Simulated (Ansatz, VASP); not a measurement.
## One calculation of WS2, two programs

Contents of INCAR:

```
ALGO     = Normal         # electronic algorithm
EDIFF    = 1E-6           # SCF threshold, eV
ENCUT    = 520            # plane-wave cutoff, eV
GGA      = PS             # functional
ISIF     = 2              # what is computed and relaxed
ISMEAR   = 0              # smearing method
IVDW     = 12             # dispersion correction
LASPH    = True           # aspherical terms in the spheres
LCHARG   = False          # write CHGCAR
LREAL    = False          # projectors in reciprocal space
LWAVE    = False          # write WAVECAR
NBANDS   = 35             # bands
NELM     = 80             # most SCF steps
PREC     = Accurate       # precision mode
SIGMA    = 0.05           # smearing width, eV
```

KPOINTS

```
k-points
0
Gamma
  12 12 4
```

File POSCAR:

```
WS2
1.0
    2.9278437532      0.0000000000      0.0000000000
   -1.4639218766      2.5355870686      0.0000000000
    0.0000000000      0.0000000000     11.7722466704
W S
2 4
Direct
    0.3333333333      0.6666666667      0.2500000000
    0.6666666667      0.3333333333      0.7500000000
    0.3333333333      0.6666666667      0.6164531912
    0.6666666667      0.3333333333      0.1164531912
    0.3333333333      0.6666666667      0.8835468088
    0.6666666667      0.3333333333      0.3835468088
```

Input for Ansatz:

```yaml
crystal:
  lattice:
    - [2.9278437532, 0.0, 0.0]
    - [-1.4639218766, 2.5355870686, 0.0]
    - [0.0, 0.0, 11.7722466704]
  atoms:
    - { symbol: W, position: [0.3333333333, 0.6666666667, 0.25] }
    - { symbol: W, position: [0.6666666667, 0.3333333333, 0.75] }
    - { symbol: S, position: [0.3333333333, 0.6666666667, 0.6164531912] }
    - { symbol: S, position: [0.6666666667, 0.3333333333, 0.1164531912] }
    - { symbol: S, position: [0.3333333333, 0.6666666667, 0.8835468088] }
    - { symbol: S, position: [0.6666666667, 0.3333333333, 0.3835468088] }
basis:
  ecutwfc: 420
kpoints:
  mp_grid: { grid: [12, 12, 4] }
hamiltonian:
  xc: pbesol
  dispersion: d3bj
scf:
  occupations: { method: gaussian, width: 0.05 }
output:
  forces: true
  stress: true
  eigenvalues: true
```

Change from the starting cell: strain -0.0600 x Voigt [1, 1, 0, 0, 0, 0], atoms carried along.

Alike in both runs: task single point; functional PBEsol; dispersion D3(BJ); k mesh 12 × 12 × 4; occupations gaussian, width 0.05 eV; no spin polarisation.

```csv
,VASP,Ansatz
version,VASP 6.6.1,Ansatz 0.2.0
potentials or method,"VASP PAW PBE potentials, release 64 (W_sv, S), cutoff 520 eV","scalar-relativistic, plane waves, PAW"
valence electrons in the cell,52,52
```

```tsv
	VASP	Ansatz	Ansatz less VASP
gap on the k mesh at the Fermi level (eV)	0.76	0.73	-0.023
least direct gap on the mesh (eV)	1.82	1.82	-0.004
pressure (GPa)	29.6	29.3	-0.32
traceless stress, the component that is largest in VASP (GPa)	-8.75	-8.73	+0.020
rms of the force components (eV/Å)	0.846	0.835	-0.0111
```

VASP's potentials were made for PBE, not for PBEsol. Atom by atom the forces differ by 0.011 eV/Å (rms over components). Both programs put the cell under a high pressure, so it lies far from rest at this level.

Neither program's run includes spin-orbit coupling.
